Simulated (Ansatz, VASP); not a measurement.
## P in VASP and in Ansatz

POSCAR

```
P
1.0
    3.0280000000      0.0000000000      0.0000000000
   -1.5140000000      2.6223249227      0.0000000000
    0.0000000000      0.0000000000     28.0000000000
P
2
Direct
    0.3333333333      0.6666666667      0.5280892857
    0.6666666667      0.3333333333      0.4719107143
```

INCAR.step1

```
SYSTEM = P
PREC = Accurate ; ENCUT = 520
ISMEAR = 0 ; SIGMA = 0.02
LREAL = .False. ; LASPH = .True.
NELM = 60 ; LDIPOL = .True.
IDIPOL = 3 ; DIPOL = 0.5 0.5 0.500
NBANDS = 12 ; GGA = PE
ALGO = Normal ; EDIFF = 1E-4
LWAVE = .True. ; LCHARG = .False.
```

File INCAR.step2:

```
SYSTEM = P
PREC = Accurate ; ENCUT = 520
EDIFF = 1E-7 ; ISMEAR = 0
SIGMA = 0.02 ; LREAL = .False.
LASPH = .True. ; NELM = 60
ALGO = Normal ; ISIF = 2
LWAVE = .False. ; LCHARG = .True.
LDIPOL = .True. ; IDIPOL = 3
DIPOL = 0.5 0.5 0.500 ; METAGGA = R2SCAN
LMIXTAU = .True. ; LELF = .True.
LVHAR = .True. ; LVACPOTAV = .True.
NBANDS = 12 ; ISTART = 1
```

File KPOINTS:

```
regular mesh
0
Gamma
  9 9 1
  0 0 0
```

Input for Ansatz:

```yaml
crystal:
  lattice:
    - [3.028, 0.0, 0.0]
    - [-1.514, 2.6223249227, 0.0]
    - [0.0, 0.0, 28.0]
  atoms:
    - { symbol: P, position: [0.3333333333, 0.6666666667, 0.5280892857] }
    - { symbol: P, position: [0.6666666667, 0.3333333333, 0.4719107143] }
  periodic: [true, true, false]
basis:
  ecutwfc: 500
kpoints:
  mp_grid: { grid: [9, 9, 1] }
hamiltonian:
  xc: r2scan
scf:
  occupations: { method: gaussian, width: 0.02 }
output:
  forces: true
  stress: true
  eigenvalues: true
```

Alike in both runs: task single point; functional r2SCAN; k mesh 9 × 9 × 1; occupations gaussian, width 0.02 eV; no spin polarisation.

|  | VASP | Ansatz |
| --- | --- | --- |
| version | VASP 6.6.1 | Ansatz 0.2.0 |
| potentials or method | VASP PAW PBE potentials, release 64 (P), cutoff 520 eV | scalar-relativistic, plane waves, PAW |
| valence electrons in the cell | 10 | 10 |

VASP gave:

| Item | Value |
| --- | --- |
| gap on the k mesh at the Fermi level (eV) | none |
| rms of the force components (eV/Å) | 2.021 |
| work function, face that differs most (eV) | 4.14 |

Q: What did Ansatz give for the same quantities?

A: gap on the k mesh at the Fermi level (eV): none; rms of the force components (eV/Å): 1.965; work function, face that differs most (eV): 4.14.

VASP's potentials were made for PBE, not for r2SCAN. Atom by atom the forces differ by 0.056 eV/Å (rms over components). A gap of «none» marks a metal or a gap that the smearing closes.
